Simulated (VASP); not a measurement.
# MgS (I-4m2) in VASP: further runs, part 2 of 2

VASP 6.6.1. Earlier steps stand in the parts before.

**4. Single point, PBEsol**

File INCAR:

```
SYSTEM = MgS
  ALGO = Normal
  EDIFF = 1E-6
  ENCUT = 600
  GGA = PS
  GGA_COMPAT = .False.
  ISIF = 2
  ISMEAR = 0
  LASPH = .True.
  LCHARG = .True.
  LELF = .True.
  LREAL = .False.
  LVHAR = .True.
  LWAVE = .False.
  NBANDS = 16
  NELM = 120
  PREC = Accurate
  SIGMA = 0.02
```

File KPOINTS:

```
k-points
0
Gamma
  6 6 4
  0 0 0
```

File POSCAR:

```
MgS
1.0
    4.1979968241      0.0000000000      0.0000000000
    0.0000000000      4.1979968241      0.0000000000
    0.0000000000      0.0000000000      5.4331979473
Mg S
2 2
Direct
    0.0000000000      0.0000000000      0.0000000000
    0.5000000000      0.5000000000      0.5000000000
    0.0000000000      0.5000000000      0.2500000000
    0.5000000000      1.0000000000      0.7500000000
```

Potentials or basis: VASP PAW PBE potentials, release 64 (Mg, S).

Launch:

```console
$ cat potpaw_PBE.64/Mg/POTCAR potpaw_PBE.64/S/POTCAR > POTCAR
$ mpirun -np 1 vasp_std > vasp.out
```

OUTCAR:

```text
SYSTEM = MgS
   EDIFF = 1E-6
   ENCUT = 600
   GGA = PS
   ISIF = 2
   ISMEAR = 0
   LASPH = .True.
   LREAL = .False.
   NELM = 120
   PREC = Accurate

 ion  position               nearest neighbor table
   1  0.000  0.000  0.000-   3 2.50   4 2.50   3 2.50   4 2.50
   2  0.500  0.500  0.500-   3 2.50   4 2.50   4 2.50   3 2.50
   3  0.000  0.500  0.250-   1 2.50   2 2.50   1 2.50   2 2.50
   4  0.500  0.000  0.750-   1 2.50   2 2.50   2 2.50   1 2.50

  LATTYP: Found a simple tetragonal cell.
 ALAT       =     4.1979968241
 C/A-ratio  =     1.2942358403

  Lattice vectors:

 A1 = (   4.1979968241,   0.0000000000,   0.0000000000)
 A2 = (   0.0000000000,   4.1979968241,   0.0000000000)
 A3 = (   0.0000000000,   0.0000000000,   5.4331979473)

Analysis of symmetry for initial positions (statically):
=====================================================================
 Subroutine PRICEL returns following result:

  LATTYP: Found a body centered tetragonal cell.
 ALAT       =     4.1979968241
[... 191 lines left out ...]
 E-fermi :   0.9627     XC(G=0):  -8.3774

 val. band max:        0.8187136444   @ k =   0.0000   0.0000   0.0000
 cond. band min:       3.7019874109   @ k =   0.0000   0.0000   0.0000
 fundamental gap:      2.8832737665
 Fermi energy:         0.9626823816

 k-point     1 :       0.0000    0.0000    0.0000
  band No.  band energies     occupation
      1     -10.4085      2.00000
      2      -9.5141      2.00000
      3      -1.7403      2.00000
      4      -0.5518      2.00000
      5      -0.5518      2.00000
      6       0.6312      2.00000
[... 433 lines left out ...]
      3      -2.3138      2.00000
      4      -2.3138      2.00000
      5       0.1834      2.00000
      6       0.1834      2.00000
[... 8 lines left out ...]
     15       8.8871      0.00000
     16       8.8871      0.00000

 [... further k-points ...]

------------------------ aborting loop because EDIFF is reached ----------------------------------------

  FORCE on cell =-STRESS in cart. coord.  units (eV):
  Direction    XX          YY          ZZ          XY          YZ          ZX
  --------------------------------------------------------------------------------------
  -------------------------------------------------------------------------------------
  Total       -2.2901107     -2.2901107     -1.3385785      0.0000000      0.0000000      0.0000000
  in kB      -38.3201603    -38.3201603    -22.3982814      0.0000000      0.0000000      0.0000000
  external PRESSURE =     -33.0128673 kB  Pullay stress =       0.0000000 kB

 VOLUME and BASIS-vectors are now :
 -----------------------------------------------------------------------------
  energy-cutoff  :      600.00
  volume of cell :       95.75
      direct lattice vectors                 reciprocal lattice vectors
     4.197996824  0.000000000  0.000000000     0.238208851  0.000000000  0.000000000
     0.000000000  4.197996824  0.000000000     0.000000000  0.238208851  0.000000000
     0.000000000  0.000000000  5.433197947     0.000000000  0.000000000  0.184053666

 POSITION                                       TOTAL-FORCE (eV/Angst)
 -----------------------------------------------------------------------------------
      0.00000      0.00000      0.00000         0.000000      0.000000     -0.000000
      2.09900      2.09900      2.71660         0.000000     -0.000000     -0.000000
      0.00000      2.09900      1.35830         0.000000      0.000000      0.000000
      2.09900      0.00000      4.07490        -0.000000     -0.000000     -0.000000
 -----------------------------------------------------------------------------------
    total drift:                                0.000000     -0.000000     -0.000000

  FREE ENERGIE OF THE ION-ELECTRON SYSTEM (eV)
  ---------------------------------------------------
  free  energy   TOTEN  =       -17.7487640370 eV

  energy  without entropy=      -17.7487640370  energy(sigma->0) =      -17.74876404
```

OSZICAR:

```text
N       E                     dE             d eps       ncg     rms          rms(c)
DAV:   1     0.661141668746E+02    0.66114E+02   -0.66158E+03   960   0.905E+02
DAV:   2    -0.119463738520E+02   -0.78061E+02   -0.70674E+02  1368   0.138E+02
DAV:   3    -0.186541349002E+02   -0.67078E+01   -0.66773E+01  1312   0.447E+01
DAV:   4    -0.187397823352E+02   -0.85647E-01   -0.85636E-01  1176   0.619E+00
DAV:   5    -0.187413114685E+02   -0.15291E-02   -0.15291E-02  1272   0.841E-01    0.511E+00
DAV:   6    -0.178207065760E+02    0.92060E+00   -0.13920E+00  1040   0.535E+00    0.367E+00
DAV:   7    -0.177462026575E+02    0.74504E-01   -0.30744E-01  1120   0.254E+00    0.264E+00
DAV:   8    -0.177509170381E+02   -0.47144E-02   -0.29937E-02  1112   0.112E+00    0.154E+00
DAV:   9    -0.177485886278E+02    0.23284E-02   -0.35208E-03  1152   0.370E-01    0.473E-01
DAV:  10    -0.177487378133E+02   -0.14919E-03   -0.10629E-03  1192   0.147E-01    0.204E-02
DAV:  11    -0.177487666388E+02   -0.28825E-04   -0.31754E-05  1120   0.320E-02    0.818E-02
DAV:  12    -0.177487640760E+02    0.25628E-05   -0.74285E-06  1256   0.137E-02    0.151E-02
DAV:  13    -0.177487640370E+02    0.38978E-07   -0.51252E-07   888   0.404E-03
   1 F= -.17748764E+02 E0= -.17748764E+02  d E =-.245494E-26
```

Run time: 59 s. Hardware: 1 thread of Intel Xeon 8259CL, shared host; peak memory 0.26 GiB.

What came out:

| Property | Result |
| --- | --- |
| Free energy | -17.7488 eV |
| Pressure | -3.3 GPa |
| Band gap on the k mesh | 2.88 eV |

Caveat: the cell stands under tension; the PAW data sets were made with another functional, which shifts forces and pressure a little.

**5. Single point, PBEsol**

This run uses another cell than the first one, of 22.81 Å³/atom.

File INCAR:

```
  PREC = Accurate
  ENCUT = 600
  EDIFF = 1E-6
  ISMEAR = 0
  SIGMA = 0.02
  LREAL = False
  LASPH = True
  NELM = 120
  ALGO = Normal
  ISIF = 2
  LWAVE = False
  LCHARG = False
  GGA = PS
  NBANDS = 16
  GGA_COMPAT = False
```

File KPOINTS:

```
regular mesh
0
Gamma
  6 6 6
```

POSCAR, as its differences from that of step 4:

```diff
@@ -4,3 +4,3 @@
     0.0000000000      4.1979968241      0.0000000000
-    0.0000000000      0.0000000000      5.4331979473
+    0.0000000000      0.0000000000      5.1762216065
 Mg S
```

Potentials or basis: VASP PAW PBE potentials, release 64 (Mg, S).

Launch:

```console
$ cat potpaw_PBE.64/Mg/POTCAR potpaw_PBE.64/S/POTCAR > POTCAR
$ mpirun -np 1 vasp_std > vasp.out
```

OUTCAR:

```text
PREC = Accurate
   ENCUT = 600
   EDIFF = 1E-6
   ISMEAR = 0
   LREAL = False
   LASPH = True
   NELM = 120
   ISIF = 2
   GGA = PS

 ion  position               nearest neighbor table
   1  0.000  0.000  0.000-   3 2.47   4 2.47   3 2.47   4 2.47
   2  0.500  0.500  0.500-   3 2.47   4 2.47   4 2.47   3 2.47
   3  0.000  0.500  0.250-   1 2.47   2 2.47   1 2.47   2 2.47
   4  0.500  0.000  0.750-   1 2.47   2 2.47   2 2.47   1 2.47

  LATTYP: Found a simple tetragonal cell.
 ALAT       =     4.1979968241
 C/A-ratio  =     1.2330218014

  Lattice vectors:

 A1 = (   4.1979968241,   0.0000000000,   0.0000000000)
 A2 = (   0.0000000000,   4.1979968241,   0.0000000000)
 A3 = (   0.0000000000,   0.0000000000,   5.1762216065)

Analysis of symmetry for initial positions (statically):
=====================================================================
 Subroutine PRICEL returns following result:

[... 187 lines left out ...]
  ext. energy  EPLUGINS =         0.00000000
  ---------------------------------------------------
  free energy    TOTEN  =       -17.78111553 eV

  energy without entropy =      -17.78111553  energy(sigma->0) =      -17.78111553

 E-fermi :   1.3291     XC(G=0):  -8.5700

 val. band max:        1.1873798523   @ k =   0.0000   0.0000   0.0000
 cond. band min:       4.2048134056   @ k =   0.0000   0.0000   0.0000
 fundamental gap:      3.0174335533
 Fermi energy:         1.3290989065

 k-point     1 :       0.0000    0.0000    0.0000
  band No.  band energies     occupation
      1     -10.2548      2.00000
      2      -9.2139      2.00000
      3      -1.3927      2.00000
      4      -0.4508      2.00000
      5      -0.4508      2.00000
      6       0.9195      2.00000
[... 433 lines left out ...]
      3      -2.0137      2.00000
      4      -2.0137      2.00000
      5       0.3574      2.00000
      6       0.3574      2.00000
[... 8 lines left out ...]
     15      10.2164      0.00000
     16      10.2164      0.00000

 [... further k-points ...]
[... 5 lines left out ...]
  --------------------------------------------------------------------------------------
  -------------------------------------------------------------------------------------
  Total       -1.0253413     -1.0253413     -0.0304165      0.0000000      0.0000000      0.0000000
  in kB      -18.0086834    -18.0086834     -0.5342237      0.0000000      0.0000000      0.0000000
  external PRESSURE =     -12.1838635 kB  Pullay stress =       0.0000000 kB

 VOLUME and BASIS-vectors are now :
 -----------------------------------------------------------------------------
  energy-cutoff  :      600.00
  volume of cell :       91.22
      direct lattice vectors                 reciprocal lattice vectors
     4.197996824  0.000000000  0.000000000     0.238208851  0.000000000  0.000000000
     0.000000000  4.197996824  0.000000000     0.000000000  0.238208851  0.000000000
     0.000000000  0.000000000  5.176221607     0.000000000  0.000000000  0.193191110

 POSITION                                       TOTAL-FORCE (eV/Angst)
 -----------------------------------------------------------------------------------
      0.00000      0.00000      0.00000         0.000000     -0.000000      0.000000
      2.09900      2.09900      2.58811        -0.000000     -0.000000      0.000000
      0.00000      2.09900      1.29406         0.000000      0.000000     -0.000000
      2.09900      0.00000      3.88217         0.000000      0.000000      0.000000
 -----------------------------------------------------------------------------------
    total drift:                                0.000000     -0.000000     -0.000000

  FREE ENERGIE OF THE ION-ELECTRON SYSTEM (eV)
  ---------------------------------------------------
  free  energy   TOTEN  =       -17.7811155256 eV

  energy  without entropy=      -17.7811155256  energy(sigma->0) =      -17.78111553
```

Wall time 72 s (1 thread of Intel Xeon 8259CL, shared host); peak memory 0.26 GiB.

Results:

```
Free energy            : -17.7811 eV
Pressure               : -1.2 GPa
Band gap on the k mesh : 3.02 eV
```

Caveat: the PAW data sets were made with another functional, which shifts forces and pressure a little.

**6. Summary**

| cell | k mesh | smearing | gap on the mesh (eV) | pressure (GPa) |
| --- | --- | --- | --- | --- |
| a = 4.198, b = 4.198, c = 5.433 Å, 4 atoms | 4 × 4 × 4 | gaussian 0.1 eV | 2.88 | -3.3 |
| a = 4.198, b = 4.198, c = 5.176 Å, 4 atoms | 6 × 6 × 4 | gaussian 0.02 eV | 3.02 | -1.2 |
| a = 4.198, b = 4.198, c = 5.433 Å, 4 atoms | 6 × 6 × 4 | gaussian 0.02 eV | 2.88 | -3.3 |
| a = 4.198, b = 4.198, c = 5.176 Å, 4 atoms | 6 × 6 × 6 | gaussian 0.02 eV | 3.02 | -1.2 |

Alike in all rows: task single point; level PBEsol; potentials or basis VASP PAW PBE potentials, release 64 (Mg, S); no spin polarisation; cutoff (eV) 600.

Caveats: the PAW data sets were made with another functional, which shifts forces and pressure a little; the cell stands under tension (at least some runs).

Absolute energies hang on the potentials; compare differences alone.
